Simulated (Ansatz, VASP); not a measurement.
Cu: VASP beside Ansatz

The input INCAR:

```
ALGO = Fast
EDIFF = 1E-6
ENCUT = 520
ISIF = 2
ISMEAR = 0
LASPH = True
LCHARG = False
LREAL = False
LWAVE = False
NBANDS = 18
NELM = 80
PREC = Accurate
SIGMA = 0.15
```

The input KPOINTS:

```
k-points
0
Gamma
  20 20 12
```

POSCAR

```
Cu
1.0
   -1.4273957350      1.4273957350      1.3410790631
    1.4273957350     -1.4273957350      1.3410790631
    2.8547914700      2.8547914700      0.0000000000
Cu
2
Direct
    0.0371241312     -0.1181782636      0.0000000000
    0.4628758688      0.6181782636      0.5000000000
```

Input for Ansatz:

```yaml
crystal:
  lattice:
    - [-1.427395735, 1.427395735, 1.3410790631]
    - [1.427395735, -1.427395735, 1.3410790631]
    - [2.85479147, 2.85479147, 0.0]
  atoms:
    - { symbol: Cu, position: [0.0371241312, -0.1181782636, 0.0] }
    - { symbol: Cu, position: [0.4628758688, 0.6181782636, 0.5] }
basis:
  ecutwfc: 520.0
kpoints:
  mp_grid: { grid: [20, 20, 12] }
hamiltonian:
  xc: lda
  pseudopotentials: { kind: paw, azcp: { folder: soft_1 } }
scf:
  occupations: { method: gaussian, width: 0.15 }
output:
  forces: true
  stress: true
  eigenvalues: true
```

Change from the starting cell: mode 1 frozen in at -0.314 Å and mode 5 at -0.109 Å (largest displacements).

Alike in both runs: task single point; functional LDA; k mesh 20 × 20 × 12; occupations gaussian, width 0.15 eV; no spin polarisation.

|  | VASP | Ansatz |
| --- | --- | --- |
| version | VASP 6.6.1 | Ansatz 0.2.0 |
| potentials or method | VASP PAW LDA potentials, release 64 (Cu), cutoff 520 eV | scalar-relativistic, plane waves, PAW |
| valence electrons in the cell | 22 | 38 |

Ansatz gave:

| Quantity | Value |
| --- | --- |
| gap on the k mesh at the Fermi level (eV) | none |
| pressure (GPa) | 1.7 |
| traceless stress, the component that is largest in VASP (GPa) | -6.83 |
| rms of the force components (eV/Å) | 0.230 |

**Question.** What did VASP give for the same quantities?

**Answer.** gap on the k mesh at the Fermi level (eV): none; pressure (GPa): 2.6; traceless stress, the component that is largest in VASP (GPa): -6.86; rms of the force components (eV/Å): 0.231.

Ansatz warns that its potentials were made for another functional, while VASP's fit it. LDA's correlation is that of Perdew and Zunger in VASP and of Perdew and Wang (1992) in Ansatz. Atom by atom the forces differ by 0.002 eV/Å (rms over components). A gap of «none» marks a metal or a gap that the smearing closes. VASP's potentials hold 22 valence electrons a cell and Ansatz's 38, so a difference there can come from the potentials and not from the codes.
